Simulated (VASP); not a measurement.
Input of a VASP 6.6.1 run:

INCAR

```
SYSTEM = HPbNO4
ALGO = Normal ; EDIFF = 1E-6
ENCUT = 600 ; GGA = PE
GGA_COMPAT = .FALSE. ; ISIF = 2
ISMEAR = 0 ; LASPH = .TRUE.
LCHARG = .FALSE. ; LREAL = .FALSE.
LWAVE = .FALSE. ; NBANDS = 57
NELM = 120 ; PREC = Accurate
SIGMA = 0.1
```

File KPOINTS:

```
k-points
0
G
  4 2 2
  0 0 0
```

POSCAR

```
HPbNO4
1.0
    4.1982350753      0.0898223339      0.1718692742
   -1.7606253431     -1.2366926540     -6.3731454390
   -0.4054883756      7.6708317028      0.0752397878
H Pb N O
2 2 2 8
Direct
    0.2311237004      0.3722836160      0.3401471910
    0.7324847826      0.3717853015      0.8406621796
    0.6080528606      0.1169682063      0.4643235402
    0.1087656992      0.1162928403      0.9643970974
    0.4017413548      0.6979711915      0.1446004883
    0.9010493381      0.6985627639      0.6444203435
    0.1549971899      0.2162083110      0.3249818472
    0.6563055939      0.2156799897      0.8250914582
    0.5021296594      0.8869168217      0.1124923307
    0.9988370249      0.8874919729      0.6122217479
    0.3358617683      0.5413499163      0.0185003363
    0.8291778280      0.5420496999      0.5179624451
    0.3721900242      0.6765290534      0.3029171505
    0.8805577857      0.6769066952      0.8030881941
```

Potentials or basis: VASP PAW PBE potentials, release 64 (H, Pb_d, N, O).

The run is started by

```bash
$ cat potpaw_PBE.64/H/POTCAR potpaw_PBE.64/Pb_d/POTCAR potpaw_PBE.64/N/POTCAR potpaw_PBE.64/O/POTCAR > POTCAR
$ mpirun -np 1 vasp_std > vasp.out
```

Q: Predict the band gap on the k mesh.

A: 2.80 eV.

Q: What does it give for the pressure?

A: 0.5 GPa.

Forces in eV/Å, atoms in the order of the input:
```
H    0.002 -0.006 -0.111
H    0.003 -0.006 -0.108
Pb   0.001  0.005  0.006
Pb   0.002  0.009  0.003
N    0.000 -0.035 -0.079
N    0.021 -0.046 -0.064
O   -0.003  0.005  0.097
O   -0.002  0.001  0.091
O    0.028 -0.123 -0.291
O    0.018 -0.115 -0.297
O    0.019 -0.257  0.330
O   -0.001 -0.253  0.337
O   -0.048  0.410  0.044
O   -0.039  0.411  0.042
```

Caveat: the k points lie up to 0.50 Å⁻¹ apart; the standard files for N, O and F lose accuracy on very short bonds; spin-orbit coupling is left out, which moves the levels of the heavy elements. A k mesh can miss the band edges.
